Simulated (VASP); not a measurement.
Here is a VASP 6.6.1 calculation.

Contents of INCAR:

```
  PREC = Accurate
  ENCUT = 520
  EDIFF = 1E-6
  ISMEAR = -1
  SIGMA = 0.1
  LREAL = F
  LASPH = T
  NELM = 150
  ALGO = Normal
  ISIF = 2
  LWAVE = F
  LCHARG = T
  ISPIN = 2
  MAGMOM = 2
  LORBIT = 11
  LMAXMIX = 4
  LDAU = T
  LDAUTYPE = 2
  LDAUL = 2
  LDAUU = 6.2
  LDAUJ = 0
  LDAUPRINT = 1
  GGA = PE
  LELF = T
  LVHAR = T
  NBANDS = 15
```

Contents of KPOINTS:

```
regular mesh
0
Gamma
  13 13 13
```

Contents of POSCAR:

```
Ni
1.0
    0.0000000000      1.7698700000      1.7698700000
    1.7698700000      0.0000000000      1.7698700000
    1.7698700000      1.7698700000      0.0000000000
Ni
1
Direct
    0.0000000000      0.0000000000      0.0000000000
```

Potentials or basis: VASP PAW PBE potentials, release 64 (Ni).

Command:

```sh
$ cat potpaw_PBE.64/Ni/POTCAR > POTCAR
$ mpirun -np 1 vasp_std > vasp.out
```

(1) What does it give for the net moment?

(2) What does it give for the pressure?

(3) What does it give for the site moments?

Results:

(1) 0.82 μB per cell.

(2) -10.4 GPa.

(3) Ni +0.87 μB.

Caveat: the U is typed as a test and isn't derived for this compound.
